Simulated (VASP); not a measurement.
Wanted: the native input for a VASP 6.6.1 run.

* Task: single point
* Functional: r2SCAN
* Potentials or basis: VASP PAW PBE potentials, release 64 (Na_pv, H)
* Cutoff: 520 eV
* k mesh: 8 × 8 × 8
* Occupations: gaussian, width 0.05 eV
* Spin: no spin polarisation
* Dipole correction: no
* Further INCAR settings: ALGO = Normal; EDIFF = 1e-06; NBANDS = 11

NaH:

```
CELL_PARAMETERS angstrom
0.13725 2.44000 2.44000
2.44000 0.13725 2.44000
2.57725 2.57725 0.00000
ATOMIC_POSITIONS crystal
Na 0.00000 0.00000 0.00000
H 0.50000 0.50000 0.50000
```

This cell differs from its parent crystal: strain +0.1125 x Voigt [0, 0, 0, 0, 0, 1].

These files were run (other wordings do the same):

POSCAR

```
NaH
1.0
    0.1372500000      2.4400000000      2.4400000000
    2.4400000000      0.1372500000      2.4400000000
    2.5772500000      2.5772500000      0.0000000000
Na H
1 1
Direct
    0.0000000000      0.0000000000      0.0000000000
    0.5000000000      0.5000000000      0.5000000000
```

INCAR.step1

```
SYSTEM = NaH
PREC = Accurate ; ENCUT = 520
ISMEAR = 0 ; SIGMA = 0.05
LREAL = .FALSE. ; LASPH = .TRUE.
NELM = 100 ; NBANDS = 11
GGA = PE ; ALGO = Normal
EDIFF = 1E-4 ; LWAVE = .TRUE.
LCHARG = .FALSE.
```

INCAR.step2

```
SYSTEM = NaH
PREC = Accurate ; ENCUT = 520
EDIFF = 1E-6 ; ISMEAR = 0
SIGMA = 0.05 ; LREAL = .FALSE.
LASPH = .TRUE. ; NELM = 100
ALGO = Normal ; ISIF = 2
LWAVE = .FALSE. ; LCHARG = .TRUE.
METAGGA = R2SCAN ; LMIXTAU = .TRUE.
LELF = .TRUE. ; LVHAR = .TRUE.
NBANDS = 11 ; ISTART = 1
```

KPOINTS

```
Automatic mesh
0
G
  8 8 8
  0 0 0
```

Potentials or basis: VASP PAW PBE potentials, release 64 (Na_pv, H).

Command:

```bash
$ cat potpaw_PBE.64/Na_pv/POTCAR potpaw_PBE.64/H/POTCAR > POTCAR
$ cp INCAR.step1 INCAR
$ mpirun -np 1 vasp_std > vasp.out
$ cp INCAR.step2 INCAR
$ mpirun -np 1 vasp_std > vasp.out
```

It gave:

* Pressure: -1.4 GPa
* Band gap on the k mesh: 3.94 eV, indirect (least direct gap 5.04 eV)

Caveat: the cell differs from its parent crystal (strain +0.1125 x Voigt [0, 0, 0, 0, 0, 1]); the PAW data sets were made with another functional, which shifts forces and pressure a little.

Run time: 110 s on 1 thread of Intel(R) Xeon(R) Platinum 8259CL CPU @ 2.50GHz (Skylake/Cascade Lake), with other jobs on the host, peak memory 0.17 GiB.
